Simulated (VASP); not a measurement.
# Al (Fm-3m) in VASP: further runs

Al is run at these levels: PBEsol; tasks: single point, relaxation of volume and atoms at fixed shape.

All numbers are computed with VASP 6.6.1; they aren't measurements. Logs are shortened: lines on timing, memory, paths and dates and some standing lists are left out, and cuts for length are marked.

**1. The cell of the first run**

It takes space group Fm-3m (No. 225, cubic). Conventional cell: a = 4.007 Å, b = 4.007 Å, c = 4.007 Å, α = 90.00°, β = 90.00°, γ = 90.00°. Al (site symmetry m-3m) has 12 Al at 2.83 Å within 3.7 Å.

**2. Single point, PBEsol**

The input, INCAR:

```
SYSTEM = Al
  PREC = Accurate
  ENCUT = 520
  EDIFF = 1E-7
  ISMEAR = 0
  SIGMA = 0.1
  LREAL = .False.
  LASPH = .True.
  NELM = 80
  ALGO = Normal
  ISIF = 2
  LWAVE = .False.
  LCHARG = .False.
  GGA = PS
  NBANDS = 8
```

The input, KPOINTS:

```
regular mesh
0
Gamma
  7 7 7
  0 0 0
```

The input, POSCAR:

```
Al
1.0
    0.0000000000      2.0035314248      2.0035314248
    2.0035314248      0.0000000000      2.0035314248
    2.0035314248      2.0035314248      0.0000000000
Al
1
Direct
    0.0000000000      0.0000000000      0.0000000000
```

Potentials or basis: VASP PAW PBE potentials, release 64 (Al).

Launch:

```sh
$ cat potpaw_PBE.64/Al/POTCAR > POTCAR
$ mpirun -np 1 vasp_std > vasp.out
```

OUTCAR:

```text
SYSTEM = Al
   PREC = Accurate
   ENCUT = 520
   EDIFF = 1E-7
   ISMEAR = 0
   LREAL = .False.
   LASPH = .True.
   NELM = 80
   ISIF = 2
   GGA = PS

 ion  position               nearest neighbor table
   1  0.000  0.000  0.000-

  LATTYP: Found a face centered cubic cell.
 ALAT       =     4.0070628496

  Lattice vectors:

 A1 = (   0.0000000000,   2.0035314248,   2.0035314248)
 A2 = (   2.0035314248,   0.0000000000,   2.0035314248)
 A3 = (   2.0035314248,   2.0035314248,   0.0000000000)

Analysis of symmetry for initial positions (statically):
=====================================================================
 Subroutine PRICEL returns:
 Original cell was already a primitive cell.

 Routine SETGRP: Setting up the symmetry group for a
 face centered cubic supercell.

 Subroutine GETGRP returns: Found 48 space group operations
[... 9 lines left out ...]

 Routine SETGRP: Setting up the symmetry group for a
 face centered cubic supercell.

 Subroutine GETGRP returns: Found 48 space group operations
[... 11 lines left out ...]
                                     Primitive cell

  volume of cell :      16.0849

  direct lattice vectors                    reciprocal lattice vectors
     0.000000000  2.003531425  2.003531425    -0.249559350  0.249559350  0.249559350
     2.003531425  0.000000000  2.003531425     0.249559350 -0.249559350  0.249559350
     2.003531425  2.003531425  0.000000000     0.249559350  0.249559350 -0.249559350

  length of vectors
     2.833421314  2.833421314  2.833421314     0.432249474  0.432249474  0.432249474

  position of ions in fractional coordinates (direct lattice)
     0.000000000  0.000000000  0.000000000

  ion indices of the primitive-cell ions
   primitive index   ion index
                 1           1

----------------------------------------------------------------------------------------

 KPOINTS: regular mesh

Automatic generation of k-mesh.
 Grid dimensions read from file:
 generate k-points for:    7    7    7

 Generating k-lattice:

  Cartesian coordinates                     Fractional coordinates (reciprocal lattice)
    -0.035651336  0.035651336  0.035651336     0.142857143  0.000000000  0.000000000
     0.035651336 -0.035651336  0.035651336     0.000000000  0.142857143  0.000000000
     0.035651336  0.035651336 -0.035651336     0.000000000  0.000000000  0.142857143

  Length of vectors
     0.061749925  0.061749925  0.061749925

  Shift w.r.t. Gamma in fractional coordinates (k-lattice)
     0.000000000  0.000000000  0.000000000
[... 46 lines left out ...]
   EDIFF  = 0.1E-06   stopping-criterion for ELM
   LREAL  =      F    real-space projection
   EDIFFG = 0.1E-05   stopping-criterion for IOM
   NSW    =      0    number of steps for IOM
   IBRION =     -1    ionic relax: 0-MD 1-quasi-New 2-CG
   NFREE  =      0    steps in history (QN), initial steepest desc. (CG)
   ISIF   =      2    stress and relaxation
   ISYM   =      2    0-nonsym 1-usesym 2-fastsym
   POTIM  = 0.5000    time-step for ionic-motion
   TEBEG  =    0.0;   TEEND  =   0.0 temperature during run
   PSTRESS=    0.0 pullay stress
   NELECT =       3.0000    total number of electrons
   NUPDOWN=      -1.0000    fix difference up-down
   EMIN   =  10.00;   EMAX   =-10.00  energy-range for DOS
   EFERMI =   0.00;   METHOD = LEGACY
   ISMEAR =     0;   SIGMA  =   0.10  broadening in eV -4-tet -1-fermi 0-gaus
   EFERMI_NEDOS =   21; number of points for ismear=-14 and -15
   IALGO  =     38    algorithm
   IMIX   =      4    mixing-type and parameters
     AMIX     =   0.40;   BMIX     =  1.00
     AMIX_MAG =   1.60;   BMIX_MAG =  1.00
  volume/ion in A,a.u.               =      16.08       108.55
  Fermi-wavevector in a.u.,A,eV,Ry     =   0.935353  1.767562 11.903548  0.874886
  Thomas-Fermi vector in A             =   2.062252
   LORBIT       =      0    0 simple, 1 ext, 2 COOP (PROOUT), +10 PAW based schemes
   GGA     = PS    functional components
   LHFCALC =     F    Hartree Fock is set to
   AEXX    =    0.0000 exact exchange contribution
   IVDW    =     0    specifies the selected vdW correction
   LEPSILON=     F    determine dielectric tensor
   LRPA    =     F    only Hartree local field effects (RPA)
 non-spin polarized calculation
 Gauss-broadening in eV      SIGMA  =   0.10
  energy-cutoff  :      520.00
  volume of cell :       16.08
 maximum number of plane-waves:       444
 NGX is ok and might be reduce to    24
   NGX = 11   NGY = 11   NGZ = 11

 number of electron       3.0000000 magnetization

 Free energy of the ion-electron system (eV)
  ---------------------------------------------------
  ext. energy  EPLUGINS =         0.00000000
  ---------------------------------------------------
  free energy    TOTEN  =        -4.14009844 eV

  energy without entropy =       -4.13728581  energy(sigma->0) =       -4.13869213

 E-fermi :   8.3423     XC(G=0): -10.3491

 val. band max:        8.3342750633   @ k =  -0.2857   0.2857   0.0000
 cond. band min:       8.4661483974   @ k =  -0.2857   0.4286   0.1429
 fundamental gap:      0.1318733341
 Fermi energy:         8.3422947020

 k-point     1 :       0.0000    0.0000    0.0000
  band No.  band energies     occupation
      1      -3.0878      2.00000
      2      20.9565      0.00000
      3      20.9565      0.00000
      4      20.9565      0.00000
      5      22.6413      0.00000
      6      22.6413      0.00000
      7      22.6413      0.00000
      8      24.8947      0.00000
[... 199 lines left out ...]
 k-point    20 :      -0.2857    0.4286    0.1429
  band No.  band energies     occupation
      1       6.2988      2.00000
      2       6.9567      2.00000
      3       8.4661      0.07985
      4      11.5938      0.00000
      5      21.1049      0.00000
      6      25.6272      0.00000
      7      26.2128      0.00000
      8      27.9024      0.00000

------------------------ aborting loop because EDIFF is reached ----------------------------------------

  FORCE on cell =-STRESS in cart. coord.  units (eV):
  Direction    XX          YY          ZZ          XY          YZ          ZX
  --------------------------------------------------------------------------------------
  -------------------------------------------------------------------------------------
  Total        0.0039530      0.0039530      0.0039530     -0.0000000      0.0000000     -0.0000000
  in kB        0.3937485      0.3937485      0.3937485     -0.0000000      0.0000000     -0.0000000
  external PRESSURE =       0.3937485 kB  Pullay stress =       0.0000000 kB

 VOLUME and BASIS-vectors are now :
 -----------------------------------------------------------------------------
  energy-cutoff  :      520.00
  volume of cell :       16.08
      direct lattice vectors                 reciprocal lattice vectors
     0.000000000  2.003531425  2.003531425    -0.249559350  0.249559350  0.249559350
     2.003531425  0.000000000  2.003531425     0.249559350 -0.249559350  0.249559350
     2.003531425  2.003531425  0.000000000     0.249559350  0.249559350 -0.249559350

 POSITION                                       TOTAL-FORCE (eV/Angst)
 -----------------------------------------------------------------------------------
      0.00000      0.00000      0.00000        -0.000000     -0.000000     -0.000000
 -----------------------------------------------------------------------------------
    total drift:                               -0.000000     -0.000000     -0.000000

  FREE ENERGIE OF THE ION-ELECTRON SYSTEM (eV)
  ---------------------------------------------------
  free  energy   TOTEN  =        -4.1400984394 eV

  energy  without entropy=       -4.1372858133  energy(sigma->0) =       -4.13869213
```

Wall time 2.6 s (1 thread of Intel Xeon 6975P-C, shared host); peak memory 0.13 GiB.

What came out:

| Quantity | Value |
| --- | --- |
| Free energy | -4.1401 eV |
| Pressure | 0.0 GPa |

Caveat: the k points lie up to 0.39 Å⁻¹ apart; the PAW data sets were made with another functional, which shifts forces and pressure a little.

**3. Relaxation of volume and atoms at fixed shape, PBEsol**

This run uses another cell than the first one, of 16.60 Å³/atom, 1.032 times its volume.

The input, INCAR:

```
SYSTEM = Al
PREC = Accurate ; ENCUT = 600
EDIFF = 1E-6 ; ISMEAR = 0
SIGMA = 0.1 ; LREAL = .False.
LASPH = .True. ; NELM = 100
ALGO = Normal ; ISIF = 8
LWAVE = .False. ; LCHARG = .False.
GGA = PS ; IBRION = 2
NSW = 80 ; EDIFFG = -0.02
```

The input, KPOINTS:

```
Automatic mesh
0
Gamma
  7 7 7
  0 0 0
```

The input, POSCAR:

```
Al
1.0
    0.0000000000      2.0248050000      2.0248050000
    2.0248050000      0.0000000000      2.0248050000
    2.0248050000      2.0248050000      0.0000000000
Al
1
Direct
    0.0000000000      0.0000000000      0.0000000000
```

Potentials or basis: VASP PAW PBE potentials, release 64 (Al).

Launch:

```sh
$ cat potpaw_PBE.64/Al/POTCAR > POTCAR
$ mpirun -np 1 vasp_std > vasp.out
```

Wall time 2.7 s (1 thread of Intel Xeon 6975P-C, shared host); peak memory 0.13 GiB.

It converged, with:

- Free energy: -4.1402 eV
- Relaxed volume: 16.09 Å³/atom
- Relaxed cell: a = 2.834 Å, b = 2.834 Å, c = 2.834 Å, α = 60.00°, β = 60.00°, γ = 60.00°
- Space group after relaxing (to 0.05 Å): Fm-3m (No. 225)
- Energy gained by relaxing: 3.9 meV/atom
- Ionic steps: 3
- Pressure after relaxing: 0.0 GPa

The path:
```
step  energy change (eV)  largest force (eV/Å)  pressure (GPa)  volume (Å³)
   1              0.0000                0.0000           -2.39        16.60
   2             -0.0038                0.0000            0.41        16.02
   3             -0.0039                0.0000            0.00        16.09
```

Final structure:
```yaml
crystal:
  lattice:
    - [0.00000, 2.00384, 2.00384]
    - [2.00384, 0.00000, 2.00384]
    - [2.00384, 2.00384, 0.00000]
  atoms:
    - { symbol: Al, position: [0.00000, 0.00000, 0.00000] }
```

Levels at points of the mesh, in eV from the Fermi level:
```
           k point  band 1  band 2  band 3  band 4  band 5
(0.00, 0.00, 0.00)  -11.43   12.61   12.61   12.61   14.29
```

Caveat: the k points lie up to 0.39 Å⁻¹ apart in the final cell; the PAW data sets were made with another functional, which shifts forces and pressure a little.
